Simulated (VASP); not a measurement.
Write the native input for VASP 6.6.1 that does the following.

* Task: single point
* Functional: LDA
* Potentials or basis: VASP PAW LDA potentials, release 64 (Sn_d)
* Cutoff: 500 eV
* k mesh: 6 × 6 × 6
* Occupations: fermi-dirac, width 0.1 eV
* Spin: no spin polarisation
* Dipole correction: no
* Further INCAR settings: ALGO = Normal; EDIFF = 1e-06; NBANDS = 21

The structure of Sn lies in POSCAR:

```
Sn
1.0
    0.0000000000      3.1001564284      3.1001564284
    3.1001564284      0.0000000000      3.1001564284
    3.1001564284      3.1001564284      0.0000000000
Sn
2
Direct
    0.5000000000      0.5000000000      0.5000000000
    0.7500000000      0.7500000000      0.7500000000
```

This isn't the form of Sn at room conditions, which is tetragonal (white tin).

These files were run (other wordings do the same):

INCAR

```
ALGO     = Normal         # electronic algorithm
EDIFF    = 1E-6           # SCF threshold, eV
ENCUT    = 500            # plane-wave cutoff, eV
GGA      = CA             # functional
GGA_COMPAT= False        
ISIF     = 2              # what is computed and relaxed
ISMEAR   = -1             # smearing method
LASPH    = True           # aspherical terms in the spheres
LCHARG   = False          # write CHGCAR
LREAL    = False          # projectors in reciprocal space
LWAVE    = False          # write WAVECAR
NBANDS   = 21             # bands
NELM     = 120            # most SCF steps
PREC     = Accurate       # precision mode
SIGMA    = 0.1            # smearing width, eV
```

KPOINTS

```
k-points
0
Gamma
  6 6 6
```

Potentials or basis: VASP PAW LDA potentials, release 64 (Sn_d).

Launch:

```sh
$ cat potpaw_LDA.64/Sn_d/POTCAR > POTCAR
$ mpirun -np 1 vasp_std > vasp.out
```

It gave:

```yaml
Pressure: 8.1 GPa
```

Caveat: the cell stands under pressure.

Run time: 19 s on 1 thread of Intel Xeon 8259CL, on a shared host, peak memory 0.15 GiB.
